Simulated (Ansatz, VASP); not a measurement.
# TiH5 in VASP and in Ansatz

```
Ti H
1.0
     3.49284    0.00000    0.00000
     0.00000    3.49284    0.00000
     0.00000    0.00000    3.61593
Ti H
1 5
Direct
  0.00000 0.00000 0.50000
  0.21657 0.50000 0.50000
  0.78343 0.50000 0.50000
  0.50000 0.78343 0.50000
  0.50000 0.21657 0.50000
  0.00000 0.00000 0.00000
```

Alike in both runs: functional PBE; k mesh 5 × 5 × 4; occupations gaussian, width 0.2 eV; no spin polarisation.

Ansatz relaxed the structure, and its values are those at the end. VASP's run is a single point on that final structure, the one shown.

|  | VASP | Ansatz |
| --- | --- | --- |
| version | VASP 6.6.1 | Ansatz 0.2.0 |
| potentials or method | VASP PAW PBE potentials, release 64 (Ti_sv, H), cutoff 500 eV | scalar-relativistic, plane waves, PAW |
| valence electrons in the cell | 17 | 17 |

|  | VASP | Ansatz | Ansatz less VASP |
| --- | --- | --- | --- |
| gap on the k mesh at the Fermi level (eV) | none | none | - |
| pressure (GPa) | -0.3 | -0.1 | +0.21 |

A gap of «none» marks a metal or a gap that the smearing closes.

The k mesh is coarse, so the values compare programs but aren't converged.
